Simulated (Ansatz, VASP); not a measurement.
# Two plane-wave programs on NaH

```xyz
2
Lattice="0.0000 2.5966 2.5966 2.5966 0.0000 2.5966 2.5966 2.5966 0.0000" Properties=species:S:1:pos:R:3 pbc="T T T"
Na    0.0000    0.0000    0.0000
H     1.2983    1.2983    1.2983
```

Alike in both runs: functional r2SCAN; k mesh 16 × 16 × 16; occupations fermi-dirac, width 0.1 eV; no spin polarisation.

Ansatz relaxed the structure, and its values are those at the end. VASP's run is a single point on that final structure, the one shown.

```csv
,VASP,Ansatz
version,VASP 6.6.1,Ansatz 0.2.0
potentials or method,"VASP PAW PBE potentials, release 64 (Na_pv, H)","PAW with Ansatz's default frozen-core files, scalar-relativistic"
plane-wave cutoff (eV),520,500
valence electrons in the cell,8,10
```

```csv
,VASP,Ansatz,Ansatz less VASP
pressure (GPa),-0.1,0.0,+0.15
```

VASP's potentials were made for PBE, not for r2SCAN. With one functional, cell and mesh, what is left measures potentials, basis and numerics. VASP's potentials hold 8 valence electrons a cell and Ansatz's 10, so a difference there can come from the potentials and not from the codes.
